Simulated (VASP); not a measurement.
Runs of VASP 6.6.1 on TaC2. The structure is that of space group P-3m1 (No. 164), or close to it. The cells are those of the table. 

```tsv
task	potentials or basis	cell	k mesh	cutoff (eV)	second run	gap on the mesh (eV)	pressure (GPa)	relaxed volume (Å³/atom)	largest force (eV/Å)
relaxation of cell and atoms	VASP PAW PBE potentials, release 64 (Ta_sv_GW, C)	relaxed from a = 2.981, b = 2.981, c = 5.061 Å, angles 90.0, 90.0, 120.0°, 3 atoms	6 × 6 × 4	600	valence_matched	none	0.0	(b)	0.01
single point	VASP PAW PBE potentials, release 64 (Ta_pv, C)	a = 3.231, b = 3.231, c = 5.556 Å, angles 90.0, 90.0, 120.0°, 3 atoms	18 × 18 × 8	520	-	none	0.4	-	0.04
relaxation of cell and atoms	VASP PAW PBE potentials, release 64 (Ta_pv, C)	relaxed from a = 2.981, b = 2.981, c = 5.061 Å, angles 90.0, 90.0, 120.0°, 3 atoms	6 × 6 × 4	600	-	none	-0.1	17.03	-
single point	VASP PAW PBE potentials, release 64 (Ta_pv, C)	a = 3.224, b = 3.224, c = 5.471 Å, angles 90.0, 90.0, 120.0°, 3 atoms	6 × 6 × 4	520	-	none	0.5	-	0.06
single point	VASP PAW PBE potentials, release 64 (Ta_pv, C)	a = 2.981, b = 2.981, c = 5.061 Å, angles 90.0, 90.0, 120.0°, 3 atoms	6 × 6 × 4	520	-	none	10.7	-	(a)
```

Alike in all rows: level PBE; no spin polarisation; smearing gaussian 0.1 eV.

Task: Estimate the missing entries.

Result: (a) 1.03; (b) 16.20.

Caveats: some runs use coarse meshes; spin-orbit coupling is left out, which moves the levels of the heavy elements; the volume moved by over 15 % at a fixed basis, so the end points are rough (some runs); forces of over 1 eV/Å act on the atoms, so gaps and moduli don't describe the material at rest (some runs).

A k mesh can miss the band edges, and the runs leave out spin-orbit coupling on Ta.

A gap of «none» marks levels without a gap at the run's occupations.

The runs don't all hold the same shells in valence.
